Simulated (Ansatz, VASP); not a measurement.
**Two plane-wave programs on MgO3**

INCAR

```
SYSTEM = MgO3
PREC = Accurate
ENCUT = 600
EDIFF = 1E-7
ISMEAR = 0
SIGMA = 0.1
LREAL = .False.
LASPH = .True.
NELM = 150
ALGO = Normal
ISIF = 3
LWAVE = .False.
LCHARG = .False.
ISPIN = 2
MAGMOM = 0 0.35 0.35 0.35
LORBIT = 11
GGA = PE
IBRION = 2
NSW = 100
EDIFFG = -0.01
```

File KPOINTS:

```
regular mesh
0
Gamma
  16 16 16
  0 0 0
```

The input POSCAR:

```
MgO3
1.0
   -2.0904853695      2.0904853695      2.0904853695
    2.0904853695     -2.0904853695      2.0904853695
    2.0904853695      2.0904853695     -2.0904853695
Mg O
1 3
Direct
    0.0000000000      0.0000000000      0.0000000000
    0.0000000000      0.5000000000      0.5000000000
    0.5000000000      0.0000000000      0.5000000000
    0.5000000000      0.5000000000      0.0000000000
```

Input for Ansatz:

```yaml
crystal:
  lattice:
    - [-2.0904853695, 2.0904853695, 2.0904853695]
    - [2.0904853695, -2.0904853695, 2.0904853695]
    - [2.0904853695, 2.0904853695, -2.0904853695]
  atoms:
    - { symbol: Mg, position: [0.0, 0.0, 0.0] }
    - { symbol: O, position: [0.0, 0.5, 0.5], spin: 0.35 }
    - { symbol: O, position: [0.5, 0.0, 0.5], spin: 0.35 }
    - { symbol: O, position: [0.5, 0.5, 0.0], spin: 0.35 }
basis:
  ecutwfc: 420
kpoints:
  mp_grid: { grid: [16, 16, 16] }
hamiltonian:
  xc: pbe
scf:
  occupations: { method: gaussian, width: 0.1 }
output:
  forces: true
  stress: true
  eigenvalues: true
  populations: true
magnetization:
  spin_polarized: true
relax:
  adjacent_minimum: "off"
  f_tol: 0.01
  max_steps: 80
  cell: { stress_tol: 0.05 }
```

Alike in both runs: task relaxation of cell and atoms; functional PBE; k mesh 16 × 16 × 16; occupations gaussian, width 0.1 eV; collinear spin.

|  | VASP | Ansatz |
| --- | --- | --- |
| version | VASP 6.6.1 | Ansatz 0.2.0 |
| potentials or method | VASP PAW PBE potentials, release 64 (Mg, O), cutoff 600 eV | scalar-relativistic, plane waves, PAW |
| valence electrons in the cell | 20 | 28 |

Ansatz gave:

```
gap on the k mesh at the Fermi level, each at its own relaxed structure (eV) : none
net moment per atom (μB)                                                     : 0.00
relaxed volume (Å³/atom)                                                     : 9.06
relaxed cell length with the largest relative difference (Å)                 : 3.611
```

**Question.** Estimate VASP's values.

**Answer.** gap on the k mesh at the Fermi level, each at its own relaxed structure (eV): none; net moment per atom (μB): 0.00; relaxed volume (Å³/atom): 9.01; relaxed cell length with the largest relative difference (Å): 3.604.

A gap of «none» marks a metal or a gap that the smearing closes. VASP's potentials hold 20 valence electrons a cell and Ansatz's 28, so a difference there can come from the potentials and not from the codes. Ansatz's warnings: seeded moment not kept.
